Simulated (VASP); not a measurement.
# Co (P6_3/mmc) in VASP: relaxation of volume and atoms at fixed shape with r2SCAN

Aim: the relaxation of volume and atoms at fixed shape of Co with r2SCAN.

All numbers are computed with VASP 6.6.1; they aren't measurements. Logs are shortened: lines on timing, memory, paths and dates and some standing lists are left out, and cuts for length are marked.

### 1 The cell of the first run

Symmetry: P6_3/mmc, No. 194, hexagonal system. Conventional cell: a = 2.507 Å, b = 2.507 Å, c = 4.070 Å, α = 90.00°, β = 90.00°, γ = 120.00°. Co (site symmetry -6m2) has 12 Co at 2.50 to 2.51 Å within 3.3 Å.

### 2 Relaxation of volume and atoms at fixed shape, r2SCAN, collinear spin, ferromagnetic start

POSCAR reads:

```
Co
1.0
    2.5074000000      0.0000000000      0.0000000000
   -1.2537000000      2.1714720974      0.0000000000
    0.0000000000      0.0000000000      4.0699000000
Co
2
Direct
    0.3333333333      0.6666666667      0.2500000000
    0.6666666667      0.3333333333      0.7500000000
```

INCAR.step1 reads:

```
ALGO = Normal ; EDIFF = 1E-4
ENCUT = 600 ; GGA = PE
ISMEAR = -1 ; ISPIN = 2
LASPH = T ; LCHARG = F
LMAXMIX = 4 ; LREAL = F
LWAVE = T ; MAGMOM = 2.5 2.5
NELM = 150 ; PREC = Accurate
SIGMA = 0.05
```

INCAR.step2 reads:

```
ALGO = Normal ; EDIFF = 1E-6
EDIFFG = -0.02 ; ENCUT = 600
IBRION = 2 ; ISIF = 8
ISMEAR = -1 ; ISPIN = 2
ISTART = 1 ; LASPH = T
LCHARG = F ; LMAXMIX = 4
LMIXTAU = T ; LORBIT = 11
LREAL = F ; LWAVE = F
MAGMOM = 2.5 2.5 ; METAGGA = R2SCAN
NELM = 150 ; NSW = 80
PREC = Accurate ; SIGMA = 0.05
```

KPOINTS reads:

```
k-points
0
Gamma
  9 9 5
```

Potentials or basis: VASP PAW PBE potentials, release 64 (Co).

On the command line:

```sh
cat potpaw_PBE.64/Co/POTCAR > POTCAR
cp INCAR.step1 INCAR
mpirun -np 1 vasp_std > vasp.out
cp INCAR.step2 INCAR
mpirun -np 1 vasp_std > vasp.out
```

OUTCAR:

```text
EDIFF = 1E-6
   EDIFFG = -0.02
   ENCUT = 600
   IBRION = 2
   ISIF = 8
   ISMEAR = -1
   ISPIN = 2
   ISTART = 1
   LASPH = T
   LORBIT = 11
   LREAL = F
   METAGGA = R2SCAN
   NELM = 150
   NSW = 80
   PREC = Accurate

 ion  position               nearest neighbor table
   1  0.333  0.667  0.250-   2 2.50   2 2.50   2 2.50   2 2.50   2 2.50   2 2.50
   2  0.667  0.333  0.750-   1 2.50   1 2.50   1 2.50   1 2.50   1 2.50   1 2.50

  LATTYP: Found a hexagonal cell.
 ALAT       =     2.5074000000
 C/A-ratio  =     1.6231554598

  Lattice vectors:

 A1 = (   2.5074000000,   0.0000000000,   0.0000000000)
 A2 = (  -1.2537000000,   2.1714720974,   0.0000000000)
 A3 = (   0.0000000000,   0.0000000000,   4.0699000000)

Analysis of symmetry for initial positions (statically):
=====================================================================
 Subroutine PRICEL returns:
 Original cell was already a primitive cell.

 Routine SETGRP: Setting up the symmetry group for a
 hexagonal supercell.

 Subroutine GETGRP returns: Found 24 space group operations
 (whereof 12 operations were pure point group operations)
 out of a pool of 24 trial point group operations.

The static configuration has the point symmetry D_3d.
 The point group associated with its full space group is D_6h.

Analysis of symmetry for dynamics (positions and initial velocities):
=====================================================================
 Subroutine PRICEL returns:
 Original cell was already a primitive cell.

 Routine SETGRP: Setting up the symmetry group for a
 hexagonal supercell.

 Subroutine GETGRP returns: Found 24 space group operations
 (whereof 12 operations were pure point group operations)
 out of a pool of 24 trial point group operations.

The dynamic configuration has the point symmetry D_3d.
 The point group associated with its full space group is D_6h.

Analysis of structural, dynamic, and magnetic symmetry:
=====================================================================
 Subroutine PRICEL returns:
 Original cell was already a primitive cell.

 Routine SETGRP: Setting up the symmetry group for a
 hexagonal supercell.

 Subroutine GETGRP returns: Found 24 space group operations
 (whereof 12 operations were pure point group operations)
 out of a pool of 24 trial point group operations.

The overall configuration has the point symmetry D_3d.
 The point group associated with its full space group is D_6h.

 Subroutine INISYM returns: Found 24 space group operations
 (whereof 12 operations are pure point group operations),
 and found     1 'primitive' translations

----------------------------------------------------------------------------------------

                                     Primitive cell

  volume of cell :      22.1596

  direct lattice vectors                    reciprocal lattice vectors
     2.507400000  0.000000000  0.000000000     0.398819494  0.230258542  0.000000000
    -1.253700000  2.171472097  0.000000000     0.000000000  0.460517085  0.000000000
     0.000000000  0.000000000  4.069900000     0.000000000  0.000000000  0.245706283

  length of vectors
     2.507400000  2.507400000  4.069900000     0.460517085  0.460517085  0.245706283

  position of ions in fractional coordinates (direct lattice)
     0.333333333  0.666666667  0.250000000
     0.666666667  0.333333333  0.750000000

  ion indices of the primitive-cell ions
   primitive index   ion index
                 1           1
                 2           2

----------------------------------------------------------------------------------------

 KPOINTS: k-points

Automatic generation of k-mesh.
 Grid dimensions read from file:
 generate k-points for:    9    9    5

 Generating k-lattice:

  Cartesian coordinates                     Fractional coordinates (reciprocal lattice)
     0.044313277  0.025584282  0.000000000     0.111111111  0.000000000  0.000000000
     0.000000000  0.051168565  0.000000000     0.000000000  0.111111111  0.000000000
     0.000000000  0.000000000  0.049141257     0.000000000  0.000000000  0.200000000

  Length of vectors
     0.051168565  0.051168565  0.049141257

  Shift w.r.t. Gamma in fractional coordinates (k-lattice)
     0.000000000  0.000000000  0.000000000

 Subroutine IBZKPT returns following result:
 ===========================================

 Found     36 irreducible k-points:

 Following reciprocal coordinates:
            Coordinates               Weight
  0.000000  0.000000  0.000000      1.000000
  0.111111  0.000000  0.000000      6.000000
  0.222222 -0.000000  0.000000      6.000000
  0.333333  0.000000  0.000000      6.000000
  0.444444 -0.000000  0.000000      6.000000
  0.111111  0.111111  0.000000      6.000000
[... 16 lines left out ...]
  0.333333  0.222222  0.200000     24.000000
  0.333333  0.333333  0.200000      4.000000
 [... further k-points ...]
   k-points           NKPTS =     36   k-points in BZ     NKDIM =     36   number of bands    NBANDS=     16
   number of dos      NEDOS =    301   number of ions     NIONS =      2
   total plane-waves  NPLWV =  14400
   dimension x,y,z NGX =    20 NGY =   20 NGZ =   36
   dimension x,y,z NGXF=    40 NGYF=   40 NGZF=   72
   ions per type =               2
   NGX,Y,Z   is equivalent  to a cutoff of  13.26, 13.26, 14.71 a.u.
   NGXF,Y,Z  is equivalent  to a cutoff of  26.52, 26.52, 29.41 a.u.
 SYSTEM =  unknown system
   PREC   = accura    normal or accurate (medium, high low for compatibility)
   ISTART =      1    job   : 0-new  1-cont  2-samecut
   ICHARG =      0    charge: 1-file 2-atom 10-const
   ISPIN  =      2    spin polarized calculation?
   LNONCOLLINEAR =      F non collinear calculations
   LSORBIT =      F    spin-orbit coupling
   LASPH  =      T    aspherical Exc in radial PAW
   ENCUT  =  600.0 eV  44.10 Ry    6.64 a.u.   5.01  5.01  8.13*2*pi/ulx,y,z
   NELM   =    150;   NELMIN=  2; NELMDL=  0     # of ELM steps
   EDIFF  = 0.1E-05   stopping-criterion for ELM
   LREAL  =      F    real-space projection
   EDIFFG = -.2E-01   stopping-criterion for IOM
   NSW    =     80    number of steps for IOM
   IBRION =      2    ionic relax: 0-MD 1-quasi-New 2-CG
   NFREE  =      1    steps in history (QN), initial steepest desc. (CG)
   ISIF   =      8    stress and relaxation
   ISYM   =      2    0-nonsym 1-usesym 2-fastsym
   POTIM  = 0.5000    time-step for ionic-motion
   TEBEG  =    0.0;   TEEND  =   0.0 temperature during run
   PSTRESS=    0.0 pullay stress
   NELECT =      18.0000    total number of electrons
   NUPDOWN=      -1.0000    fix difference up-down
   EMIN   =  10.00;   EMAX   =-10.00  energy-range for DOS
   EFERMI =   0.00;   METHOD = LEGACY
   ISMEAR =    -1;   SIGMA  =   0.05  broadening in eV -4-tet -1-fermi 0-gaus
   EFERMI_NEDOS =   21; number of points for ismear=-14 and -15
   IALGO  =     38    algorithm
   IMIX   =      4    mixing-type and parameters
     AMIX     =   0.40;   BMIX     =  1.00
     AMIX_MAG =   1.60;   BMIX_MAG =  1.00
  volume/ion in A,a.u.               =      11.08        74.77
  Fermi-wavevector in a.u.,A,eV,Ry     =   1.527490  2.886538 31.745475  2.333227
  Thomas-Fermi vector in A             =   2.635379
   LORBIT       =     11    0 simple, 1 ext, 2 COOP (PROOUT), +10 PAW based schemes
   METAGGA = R2SCAN    functional components
   LHFCALC =     F    Hartree Fock is set to
   AEXX    =    0.0000 exact exchange contribution
   IVDW    =     0    specifies the selected vdW correction
   LEPSILON=     F    determine dielectric tensor
   LRPA    =     F    only Hartree local field effects (RPA)
 conjugate gradient relaxation of ions
 spin polarized calculation
  energy-cutoff  :      600.00
  volume of cell :       22.16
 maximum number of plane-waves:       762
 NGX is ok and might be reduce to    20
   NGX =  9   NGY =  9   NGZ = 17

--------------------------------------- Ionic step        1  -------------------------------------------

 number of electron      17.9999999 magnetization       3.5571433

 Free energy of the ion-electron system (eV)
  ---------------------------------------------------
  ext. energy  EPLUGINS =         0.00000000
  ---------------------------------------------------
  free energy    TOTEN  =       -26.38072588 eV

  energy without entropy =      -26.36860989  energy(sigma->0) =      -26.37466788

------------------------ aborting loop because EDIFF is reached ----------------------------------------

  FORCE on cell =-STRESS in cart. coord.  units (eV):
  Direction    XX          YY          ZZ          XY          YZ          ZX
  --------------------------------------------------------------------------------------
  -------------------------------------------------------------------------------------
  Total       -1.1539510     -1.1539510     -1.2944397      0.0000000      0.0000000      0.0000000
  in kB      -83.4327108    -83.4327108    -93.5902885      0.0000000      0.0000000      0.0000000
  external PRESSURE =     -86.8185700 kB  Pullay stress =       0.0000000 kB

 VOLUME and BASIS-vectors are now :
 -----------------------------------------------------------------------------
  energy-cutoff  :      600.00
  volume of cell :       22.16
      direct lattice vectors                 reciprocal lattice vectors
     2.507400000  0.000000000  0.000000000     0.398819494  0.230258542  0.000000000
    -1.253700000  2.171472097  0.000000000     0.000000000  0.460517085  0.000000000
     0.000000000  0.000000000  4.069900000     0.000000000  0.000000000  0.245706283
[... 37 lines left out ...]
 POSITION                                       TOTAL-FORCE (eV/Angst)
 -----------------------------------------------------------------------------------
     -0.00000      1.40572      0.98800        -0.000000      0.000000      0.000000
      1.21739      0.70286      2.96401         0.000000      0.000000      0.000000
 -----------------------------------------------------------------------------------
    total drift:                                0.000000      0.000000     -0.000000

  FREE ENERGIE OF THE ION-ELECTRON SYSTEM (eV)
  ---------------------------------------------------
  free  energy   TOTEN  =       -26.3719970655 eV

  energy  without entropy=      -26.3606055942  energy(sigma->0) =      -26.36630133

--------------------------------------- Ionic step        3  -------------------------------------------

 number of electron      17.9999996 magnetization       3.4948540

 Free energy of the ion-electron system (eV)
  ---------------------------------------------------
  ext. energy  EPLUGINS =         0.00000000
  ---------------------------------------------------
  free energy    TOTEN  =       -26.40669707 eV

  energy without entropy =      -26.39629014  energy(sigma->0) =      -26.40149360

 E-fermi :  10.6535     XC(G=0): -14.8156

 val. band max:       10.6464178828   @ k =   0.4444   0.1111   0.4000
 cond. band min:      10.6765555882   @ k =   0.2222  -0.0000   0.2000
 fundamental gap:      0.0301377054
 Fermi energy:        10.6534889265

 spin component 1

 k-point     1 :       0.0000    0.0000    0.0000
  band No.  band energies     occupation
      1       1.1433      1.00000
      2       4.7543      1.00000
      3       7.1995      1.00000
      4       7.2453      1.00000
      5       7.2453      1.00000
      6       7.5548      1.00000
[... 8 lines left out ...]
     15      36.3215      0.00000
     16      36.3215      0.00000
[... 419 lines left out ...]
 k-point    24 :       0.3333    0.3333    0.2000
  band No.  band energies     occupation
      1       5.6447      1.00000
      2       5.9942      1.00000
      3       5.9942      1.00000
      4       6.3029      1.00000
      5       6.9747      1.00000
      6       6.9747      1.00000
[... 8 lines left out ...]
     15      22.3455      0.00000
     16      22.3456      0.00000

 [... further k-points ...]

 spin component 2

 k-point     1 :       0.0000    0.0000    0.0000
  band No.  band energies     occupation
      1       0.5705      1.00000
      2       5.9439      1.00000
      3       9.6385      1.00000
      4       9.7205      1.00000
      5       9.7205      1.00000
      6       9.8042      1.00000
[... 8 lines left out ...]
     15      36.7707      0.00000
     16      36.9768      0.00000
[... 459 lines left out ...]
 POSITION                                       TOTAL-FORCE (eV/Angst)
 -----------------------------------------------------------------------------------
     -0.00000      1.42776      1.00349         0.000000     -0.000000      0.000000
      1.23647      0.71388      3.01048        -0.000000      0.000000      0.000000
 -----------------------------------------------------------------------------------
    total drift:                                0.000000      0.000000     -0.000000

  FREE ENERGIE OF THE ION-ELECTRON SYSTEM (eV)
  ---------------------------------------------------
  free  energy   TOTEN  =       -26.4066970654 eV

  energy  without entropy=      -26.3962901391  energy(sigma->0) =      -26.40149360

 reached required accuracy - stopping structural energy minimisation

 total charge

# of ion       s       p       d       tot
------------------------------------------
    1        0.519   0.577   7.241   8.337
    2        0.519   0.577   7.241   8.337
--------------------------------------------------
tot          1.037   1.154  14.483  16.674

 magnetization (x)

# of ion       s       p       d       tot
------------------------------------------
    1       -0.013  -0.083   1.902   1.806
    2       -0.013  -0.083   1.902   1.806
--------------------------------------------------
tot         -0.025  -0.166   3.804   3.613
```

Run time: 3.6 min. Hardware: 1 thread of Intel Xeon Platinum 8488C (Sapphire Rapids), shared host; peak memory 0.18 GiB.

Results:

```
Free energy                                           : -26.4067 eV
Relaxed volume                                        : 10.63 Å³/atom
Relaxed cell                                          : a = 2.473 Å, b = 2.473 Å, c = 4.014 Å, α = 90.00°, β = 90.00°, γ = 120.00°
Space group after relaxing (to 0.1 Å)                 : P6_3/mmc (No. 194)
Energy gained by relaxing                             : 13.0 meV/atom
Ionic steps                                           : 3
Pressure after relaxing                               : -0.1 GPa
Net moment                                            : 3.49 μB per cell
Site moments                                          : Co +1.81 μB
Valence electrons inside the program's atomic spheres : Co 8.34
```

Step by step:
```csv
step,energy change (eV),largest force (eV/Å),pressure (GPa),volume (Å³)
1,0.0000,0.0000,-8.68,22.16
2,0.0087,0.0000,12.05,20.29
3,-0.0260,0.0000,-0.12,21.26
```

Final structure:
```
CELL_PARAMETERS angstrom
2.47294 0.00000 0.00000
-1.23647 2.14163 0.00000
0.00000 0.00000 4.01397
ATOMIC_POSITIONS crystal
Co 0.33333 0.66667 0.25000
Co 0.66667 0.33333 0.75000
```

Caveat: the PAW data sets were made with another functional, which shifts forces and pressure a little.
